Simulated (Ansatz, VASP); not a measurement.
**One calculation of Cs3Bi2Br9, two programs**

```
CELL_PARAMETERS angstrom
7.68901 0.00000 0.00000
-3.84451 6.65888 0.00000
0.00000 0.00000 9.58385
ATOMIC_POSITIONS crystal
Cs 0.66667 0.33333 0.66222
Cs 0.33333 0.66667 0.33778
Cs 0.00000 0.00000 0.00000
Bi 0.66667 0.33333 0.19571
Bi 0.33333 0.66667 0.80429
Br 0.50000 0.50000 0.00000
Br 0.50000 0.00000 0.00000
Br 0.00000 0.50000 0.00000
Br 0.32009 0.16004 0.34438
Br 0.83996 0.16004 0.34438
Br 0.83996 0.67991 0.34438
Br 0.16004 0.32009 0.65562
Br 0.16004 0.83996 0.65562
Br 0.67991 0.83996 0.65562
```

Alike in both runs: functional LDA; k mesh 3 × 3 × 4; occupations gaussian, width 0.02 eV; no spin polarisation.

Ansatz relaxed the structure, and its values are those at the end. VASP's run is a single point on that final structure, the one shown.

|  | VASP | Ansatz |
| --- | --- | --- |
| version | VASP 6.6.1 | Ansatz 0.2.0 |
| potentials or method | VASP PAW LDA potentials, release 64 (Cs_sv, Bi_d, Br), cutoff 520 eV | scalar-relativistic, plane waves, PAW |
| valence electrons in the cell | 120 | 120 |

```tsv
	VASP	Ansatz	Ansatz less VASP
gap on the k mesh at the Fermi level (eV)	2.22	2.23	+0.010
least direct gap on the mesh (eV)	2.22	2.23	+0.010
pressure (GPa)	0.1	0.0	-0.08
rms of the force components (eV/Å)	0.010	0.001	-0.0095
```

LDA's correlation is that of Perdew and Zunger in VASP and of Perdew and Wang (1992) in Ansatz.

Spin-orbit coupling is off throughout.
